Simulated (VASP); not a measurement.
NiMoIrPdW, 5 atoms in the cell. Symmetry: P3m1, No. 156, trigonal system. Conventional cell: a = 2.758 Å, b = 2.758 Å, c = 11.011 Å, α = 90.00°, β = 90.00°, γ = 120.00°. Within 3.4 Å of Ni (site symmetry 3m) lie 3 Mo at 2.60 Å and 3 Pd at 2.70 Å and 6 Ni at 2.76 Å. Within 3.4 Å of Mo (site symmetry 3m) lie 3 Ni at 2.60 Å and 6 Mo at 2.76 Å and 3 Ir at 2.81 Å. Within 3.6 Å of Pd (site symmetry 3m) lie 3 Ni at 2.70 Å and 3 W at 2.74 Å and 6 Pd at 2.76 Å. Ir (site symmetry 3m) has 3 W at 2.74 Å and 6 Ir at 2.76 Å and 3 Mo at 2.81 Å within 3.6 Å. W (site symmetry 3m) has 3 Pd at 2.74 Å and 3 Ir at 2.74 Å and 6 W at 2.76 Å within 3.6 Å. 

| Property | Result |
| --- | --- |
| Program | VASP 6.6.1 |
| Task | single point |
| Functional | PBE |
| Potentials or basis | VASP PAW PBE potentials, release 64 (Ni, Mo_sv, Pd, Ir, W_sv) |
| Cutoff | 520 eV |
| k mesh | 8 × 8 × 2 |
| Occupations | fermi-dirac, width 0.05 eV |
| Spin | collinear spin, ferromagnetic start |
| Starting moments | [1.0, 1.0, 0.0, 0.6, 0.0] μB |
| Dipole correction | no |
| Further INCAR settings | ALGO = Normal; EDIFF = 1e-06; NBANDS = 40 |

Potentials or basis: VASP PAW PBE potentials, release 64 (Ni, Mo_sv, Pd, Ir, W_sv).

Run with:

```bash
$ cat potpaw_PBE.64/Ni/POTCAR potpaw_PBE.64/Mo_sv/POTCAR potpaw_PBE.64/Pd/POTCAR potpaw_PBE.64/Ir/POTCAR potpaw_PBE.64/W_sv/POTCAR > POTCAR
$ mpirun -np 1 vasp_std > vasp.out
```

Hardware: 1 thread of Intel Xeon 8259CL (shared host).

Q: How long does it take, and how much memory?

A: Wall time 6.3 min on 1 thread of Intel Xeon 8259CL (shared host), peak memory 0.32 GiB. Counts: scf iterations 26, k points 20.
